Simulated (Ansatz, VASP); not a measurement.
# Two plane-wave programs on KBaCl3

```xyz
10
Lattice="7.5996 0.0000 0.0000 -3.7998 6.5815 0.0000 0.0000 0.0000 8.2089" Properties=species:S:1:pos:R:3 pbc="T T T"
K     0.0000    4.3877    6.1567
K     3.7998    2.1938    2.0522
Ba    0.0000    0.0000    4.1045
Ba    0.0000    0.0000    0.0000
Cl    0.0000    2.2382    2.0522
Cl    5.6613    1.1191    6.1567
Cl    3.7998    4.3432    6.1567
Cl   -1.8615    5.4624    2.0522
Cl    1.8615    5.4624    2.0522
Cl    1.9384    1.1191    6.1567
```

Alike in both runs: functional PBE; k mesh 6 × 6 × 4; occupations gaussian, width 0.02 eV; no spin polarisation.

Ansatz relaxed the structure, and its values are those at the end. VASP's run is a single point on that final structure, the one shown.

|  | VASP | Ansatz |
| --- | --- | --- |
| version | VASP 6.6.1 | Ansatz 0.2.0 |
| potentials or method | VASP PAW PBE potentials, release 64 (K_sv, Ba_sv, Cl), cutoff 520 eV | scalar-relativistic, plane waves, PAW |
| valence electrons in the cell | 80 | 80 |

|  | VASP | Ansatz | Ansatz less VASP |
| --- | --- | --- | --- |
| gap on the k mesh at the Fermi level (eV) | 3.80 | 3.84 | +0.043 |
| least direct gap on the mesh (eV) | 3.80 | 3.84 | +0.043 |
| pressure (GPa) | 0.2 | 0.0 | -0.26 |
| rms of the force components (eV/Å) | 0.039 | 0.001 | -0.0382 |

The functional is the same, so the differences come from potentials, cutoffs and numerics.

Neither program's run includes spin-orbit coupling.
